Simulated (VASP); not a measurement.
# Zn in VASP: notebook, part 2 of 2

VASP 6.6.1.

**3. Single point, LDA**

This run uses another cell than the first one, of 14.44 Å³/atom.

File INCAR:

```
SYSTEM = Zn
  PREC = Accurate
  ENCUT = 520
  EDIFF = 1E-6
  ISMEAR = -1
  SIGMA = 0.05
  LREAL = .FALSE.
  LASPH = .TRUE.
  NELM = 100
  ALGO = Fast
  ISIF = 2
  LWAVE = .FALSE.
  LCHARG = .FALSE.
  NBANDS = 25
```

File KPOINTS:

```
Automatic mesh
0
G
  12 12 4
  0 0 0
```

File POSCAR:

```
Zn
1.0
    2.2681701736     -1.3084870100      0.0000000000
    2.2681701736      1.3084870100      0.0000000000
   -1.5917165425      0.0000000000      7.3004081919
Zn
3
Direct
    0.7780178600      0.7780178600      0.3345049800
    0.2219821400      0.2219821400      0.6654950200
    0.0000000000      0.0000000000      0.0000000000
```

Potentials or basis: VASP PAW LDA potentials, release 64 (Zn).

Command:

```
> cat potpaw_LDA.64/Zn/POTCAR > POTCAR
> mpirun -np 1 vasp_std > vasp.out
```

Wall time 2.6 min (1 thread of Intel Xeon 8259CL, shared host); peak memory 0.24 GiB.

It converged, with:

```yaml
Free_energy: -5.5646 eV
Pressure: -4.8 GPa
Largest_force: 0.009 eV/Å
Band_gap_on_the_k_mesh: zero (bands 18 and 19 overlap by 4.37 eV)
```

Forces in eV/Å, atoms in the order of the input:
```
Zn  -0.006  0.000 -0.007
Zn   0.006  0.000  0.007
Zn   0.000  0.000  0.000
```

Stress tensor (GPa, compression positive):
```
-6.71  0.00 -0.50
 0.00 -7.59  0.00
-0.50  0.00 -0.24
```

Levels at points of the mesh, in eV from the Fermi level:
```tsv
k point	band 15	band 16	band 17	band 18	band 19	band 20	band 21	band 22
(0.00, 0.00, 0.00)	-7.36	-7.35	-7.11	-7.07	1.58	1.64	13.90	17.76
(0.50, 0.00, 0.00)	-7.10	-3.00	-2.31	-1.76	0.47	1.08	1.96	6.56
(0.50, 0.50, 0.00)	-7.10	-2.67	-2.50	-2.02	-0.37	2.04	3.54	4.43
(0.00, 0.00, 0.50)	-7.45	-7.31	-7.30	-3.93	-3.13	7.92	8.01	17.98
(0.50, 0.00, 0.50)	-7.10	-2.71	-2.46	-2.02	-0.24	1.86	3.35	4.68
(0.50, 0.50, 0.50)	-7.10	-3.02	-2.34	-1.67	0.61	0.90	1.77	6.83
```

Caveat: the cell stands under tension.

**4. Single point, PBEsol**

This run uses another cell than the first one, of 14.44 Å³/atom.

File INCAR:

```
  PREC = Accurate
  ENCUT = 520
  EDIFF = 1E-6
  ISMEAR = -1
  SIGMA = 0.05
  LREAL = F
  LASPH = T
  NELM = 100
  ALGO = Fast
  ISIF = 2
  LWAVE = F
  LCHARG = F
  GGA = PS
  NBANDS = 25
```

File KPOINTS:

```
Automatic mesh
0
Gamma
  12 12 4
```

File POSCAR:

```
Zn
1.0
    2.2943399138     -1.3538504135      0.0000000000
    2.2420004334      1.2631236065      0.0000000000
   -1.5917165425      0.0318343308      7.3004081919
Zn
3
Direct
    0.7780178600      0.7780178600      0.3345049800
    0.2219821400      0.2219821400      0.6654950200
    0.0000000000      0.0000000000      0.0000000000
```

Potentials or basis: VASP PAW PBE potentials, release 64 (Zn).

Command:

```
> cat potpaw_PBE.64/Zn/POTCAR > POTCAR
> mpirun -np 1 vasp_std > vasp.out
```

It took 9.1 min on 1 thread of Intel Xeon 8259CL, shared host; peak memory 0.34 GiB.

The run converged. Its results:

```yaml
Free_energy: -4.7150 eV
Pressure: -0.8 GPa
Largest_force: 0.016 eV/Å
Band_gap_on_the_k_mesh: zero (bands 18 and 19 overlap by 4.42 eV)
```

Forces in eV/Å, atoms in the order of the input:
```
Zn   0.004 -0.014 -0.008
Zn  -0.004  0.014  0.008
Zn   0.000  0.000  0.000
```

Stress tensor (GPa, compression positive):
```
-1.17  1.56 -0.01
 1.56 -2.33 -0.36
-0.01 -0.36  1.08
```

Levels at points of the mesh, in eV from the Fermi level:
| k point | band 16 | band 17 | band 18 | band 19 | band 20 | band 21 |
| --- | --- | --- | --- | --- | --- | --- |
| (0.00, 0.00, 0.00) | -7.18 | -7.02 | -6.99 | 1.63 | 1.69 | 14.01 |
| (0.50, 0.00, 0.00) | -3.16 | -2.50 | -1.93 | 0.25 | 0.88 | 1.75 |
| (0.00, 0.50, 0.00) | -2.78 | -1.99 | -1.52 | 0.89 | 1.46 | 2.36 |
| (0.50, 0.50, 0.00) | -2.64 | -2.48 | -1.95 | -0.27 | 2.13 | 3.64 |
| (0.00, 0.00, 0.50) | -7.16 | -7.13 | -3.94 | -3.02 | 7.98 | 8.07 |
| (0.50, 0.00, 0.50) | -2.87 | -2.63 | -2.21 | -0.47 | 1.68 | 3.14 |
| (0.00, 0.50, 0.50) | -2.47 | -2.25 | -1.70 | 0.20 | 2.23 | 3.77 |
| (0.50, 0.50, 0.50) | -3.00 | -2.28 | -1.63 | 0.71 | 0.99 | 1.86 |

Caveat: the PAW data sets were made with another functional, which shifts forces and pressure a little.

**5. Single point, PBEsol**

This run uses another cell than the first one, of 14.44 Å³/atom.

File INCAR:

```
PREC = Accurate
ENCUT = 520
EDIFF = 1E-6
ISMEAR = -1
SIGMA = 0.05
LREAL = F
LASPH = T
NELM = 80
ALGO = Fast
ISIF = 2
LWAVE = F
LCHARG = F
GGA = PS
NBANDS = 25
```

File KPOINTS:

```
regular mesh
0
Gamma
  12 12 4
```

File POSCAR:

```
Zn
1.0
    2.2812550437     -1.3311687117      0.0000000000
    2.2550853035      1.2858053083      0.0000000000
   -1.5917165425      0.0159171654      7.3004081919
Zn
3
Direct
    0.7780178600      0.7780178600      0.3345049800
    0.2219821400      0.2219821400      0.6654950200
    0.0000000000      0.0000000000      0.0000000000
```

Potentials or basis: VASP PAW PBE potentials, release 64 (Zn).

Command:

```
> cat potpaw_PBE.64/Zn/POTCAR > POTCAR
> mpirun -np 1 vasp_std > vasp.out
```

OUTCAR:

```text
PREC = Accurate
   ENCUT = 520
   EDIFF = 1E-6
   ISMEAR = -1
   LREAL = F
   LASPH = T
   NELM = 80
   ISIF = 2
   GGA = PS

 ion  position               nearest neighbor table
   1  0.778  0.778  0.335-   2 2.84   2 2.85   3 2.86   2 2.86   3 2.87   3 2.89
   2  0.222  0.222  0.665-   1 2.84   1 2.85   3 2.86   1 2.86   3 2.87   3 2.89
   3  0.000  0.000  0.000-   1 2.86   2 2.86   1 2.87   2 2.87   1 2.89   2 2.89

  LATTYP: Found a triclinic cell.
 ALAT       =     2.6171048654
 B/A-ratio  =     0.9918981906
 C/A-ratio  =     2.8466265204
 COS(alpha) =     0.0070421145
[... 868 lines left out ...]
  FORCE on cell =-STRESS in cart. coord.  units (eV):
  Direction    XX          YY          ZZ          XY          YZ          ZX
  --------------------------------------------------------------------------------------
  -------------------------------------------------------------------------------------
  Total       -0.5649201     -0.7590565      0.5445307      0.2043028     -0.0335854     -0.0731586
  in kB      -20.8890595    -28.0676437     20.1351183      7.5545073     -1.2418865     -2.7051854
  external PRESSURE =      -9.6071950 kB  Pullay stress =       0.0000000 kB

 VOLUME and BASIS-vectors are now :
 -----------------------------------------------------------------------------
  energy-cutoff  :      520.00
  volume of cell :       43.33
      direct lattice vectors                 reciprocal lattice vectors
     2.281255044 -1.331168712  0.000000000     0.216642471 -0.379954297  0.048063230
     2.255085304  1.285805308  0.000000000     0.224285649  0.384363578  0.048063230
    -1.591716542  0.015917165  7.300408192     0.000000000  0.000000000  0.136978642

 POSITION                                       TOTAL-FORCE (eV/Angst)
 -----------------------------------------------------------------------------------
      2.99692     -0.02997      2.44202        -0.001798     -0.006205     -0.009531
     -0.05229      0.00052      4.85839         0.001798      0.006205      0.009531
      0.00000      0.00000      0.00000        -0.000000     -0.000000      0.000000
 -----------------------------------------------------------------------------------
    total drift:                                0.000000     -0.000000      0.000000

  FREE ENERGIE OF THE ION-ELECTRON SYSTEM (eV)
  ---------------------------------------------------
  free  energy   TOTEN  =        -4.7210047450 eV

  energy  without entropy=       -4.7133571330  energy(sigma->0) =       -4.71718094
```

stdout:

```text
POSCAR found type information on POSCAR Zn
 POSCAR found :  1 types and       3 ions
 scaLAPACK will be used
 -----------------------------------------------------------------------------
|                                                                             |
|                                                                             |
|     You enforced a specific xc type in the INCAR file but a different       |
|     I HOPE YOU KNOW WHAT YOU ARE DOING!                                     |
|                                                                             |
 -----------------------------------------------------------------------------

 LDA part: xc-table for (Slater+PW92), standard interpolation
 POSCAR, INCAR and KPOINTS ok, starting setup
 FFT: planning ... GRIDC
 FFT: planning ... GRID_SOFT
 FFT: planning ... GRID
 WAVECAR not read
 entering main loop
```

Wall time 9.2 min (1 thread of Intel Xeon 8259CL, shared host); peak memory 0.34 GiB.

What came out:

- Free energy: -4.7210 eV
- Pressure: -1.0 GPa
- Largest force: 0.012 eV/Å
- Band gap on the k mesh: zero (bands 18 and 19 overlap by 4.37 eV)

Forces on the atoms (eV/Å):
```
Zn  -0.002 -0.006 -0.010
Zn   0.002  0.006  0.010
Zn   0.000  0.000  0.000
```

Caveat: the PAW data sets were made with another functional, which shifts forces and pressure a little.

**6. Summary**

| level | potentials or basis | cell | gap on the mesh (eV) | pressure (GPa) | largest force (eV/Å) |
| --- | --- | --- | --- | --- | --- |
| r2SCAN | VASP PAW PBE potentials, release 64 (Zn) | a = 2.670, b = 2.670, c = 7.618 Å, angles 100.6, 100.6, 60.0°, 3 atoms | none | -4.2 | 0.02 |
| LDA | VASP PAW LDA potentials, release 64 (Zn) | a = 2.619, b = 2.619, c = 7.472 Å, angles 100.6, 100.6, 60.0°, 3 atoms | none | -4.8 | 0.01 |
| PBEsol | VASP PAW PBE potentials, release 64 (Zn) | a = 2.664, b = 2.573, c = 7.472 Å, angles 100.6, 100.7, 59.9°, 3 atoms | none | -0.8 | 0.02 |
| PBEsol | VASP PAW PBE potentials, release 64 (Zn) | a = 2.641, b = 2.596, c = 7.472 Å, angles 100.6, 100.7, 60.0°, 3 atoms | none | -1.0 | 0.01 |

Alike in all rows: task single point; no spin polarisation; k mesh 12 × 12 × 4; cutoff (eV) 520; smearing fermi-dirac 0.05 eV.

Caveats: the PAW data sets were made with another functional, which shifts forces and pressure a little (at least some runs); the cell stands under tension (at least some runs).

Absolute energies hang on the potentials; compare differences alone.
